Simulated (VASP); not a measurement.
Wanted: the native input for a VASP 6.6.1 run.

- Task: single point
- Functional: PBE
- Potentials or basis: VASP PAW PBE potentials, release 64 (V_sv, Si)
- Cutoff: 520 eV
- k mesh: 6 × 6 × 4
- Occupations: gaussian, width 0.1 eV
- Spin: collinear spin, ferromagnetic start
- Starting moments: [2.0, 2.0, 0.0, 0.0, 0.0, 0.0] μB
- Dipole correction: no
- Further INCAR settings: ALGO = Normal; EDIFF = 1e-07; NBANDS = 34

The structure of VSi2 lies in POSCAR:

```
VSi2
1.0
    3.6175047855      0.0000000000      0.0000000000
    0.0000000000      3.6175047855      0.0000000000
    0.0000000000      0.0000000000      5.5195946013
V Si
2 4
Direct
    0.0000000000      0.5000000000      0.7000000000
    0.5000000000      0.0000000000      0.3000000000
    0.0000000000      0.0000000000      0.0000000000
    0.5000000000      0.5000000000      0.0000000000
    0.0000000000      0.5000000000      0.2700000000
    0.5000000000      0.0000000000      0.7300000000
```

The input as run:

INCAR

```
SYSTEM = VSi2
ALGO = Normal
EDIFF = 1E-7
ENCUT = 520
GGA = PE
ISIF = 2
ISMEAR = 0
ISPIN = 2
LASPH = .TRUE.
LCHARG = .TRUE.
LELF = .TRUE.
LMAXMIX = 4
LORBIT = 11
LREAL = .FALSE.
LVHAR = .TRUE.
LWAVE = .FALSE.
MAGMOM = 2 2 0 0 0 0
NBANDS = 34
NELM = 150
PREC = Accurate
SIGMA = 0.1
```

KPOINTS

```
k-points
0
G
  6 6 4
  0 0 0
```

Potentials or basis: VASP PAW PBE potentials, release 64 (V_sv, Si).

Command:

```console
$ cat potpaw_PBE.64/V_sv/POTCAR potpaw_PBE.64/Si/POTCAR > POTCAR
$ mpirun -np 1 vasp_std > vasp.out
```

It gave:

- Pressure: 26.7 GPa
- Largest force: 2.112 eV/Å
- Band gap on the k mesh: zero (filled and empty bands overlap)
- Net moment: 0.00 μB per cell
- Valence electrons inside the program's atomic spheres: V 11.83; Si 1.73, 1.74

Caveat: forces of over 1 eV/Å act on the atoms, so gaps and moduli don't describe the material at rest.

It took 2.7 min on 1 thread of Intel(R) Xeon(R) Platinum 8488C (Sapphire Rapids) (shared host), peak memory 0.26 GiB.
